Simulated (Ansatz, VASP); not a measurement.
## Al in VASP and in Ansatz

```
Al
1.0
     4.54673    0.00000    0.00000
    -2.27337    3.93758    0.00000
     0.00000    0.00000    2.75393
Al
2
Cartesian
  0.0000 2.6251 1.3770
  2.2734 1.3125 1.3770
```

Alike in both runs: task relaxation of cell and atoms; functional HSE06; k mesh 4 × 4 × 5; occupations fermi-dirac, width 0.05 eV; no spin polarisation.

```csv
,VASP,Ansatz
version,VASP 6.6.1,Ansatz 0.2.0
potentials or method,"VASP PAW PBE potentials, release 64 (Al)",Ansatz PAW
plane-wave cutoff (eV),600,420
valence electrons in the cell,6,6
```

Ansatz gave:

| Property | Result |
| --- | --- |
| gap on the k mesh at the Fermi level, each at its own relaxed structure (eV) | none |
| relaxed volume (Å³/atom) | 24.72 |
| relaxed length of the cell vector where the two differ most in proportion (Å) | 4.484 |

**Question.** Estimate VASP's values.

**Answer.** gap on the k mesh at the Fermi level, each at its own relaxed structure (eV): none; relaxed volume (Å³/atom): 24.67; relaxed length of the cell vector where the two differ most in proportion (Å): 4.480.

A gap of «none» marks a metal or a gap that the smearing closes.

The k mesh is coarse, so the values compare programs but aren't converged. Noted on Ansatz's run: the plane-wave basis is chosen anew once the cell has moved, so the energies of steps on either side of that aren't comparable.
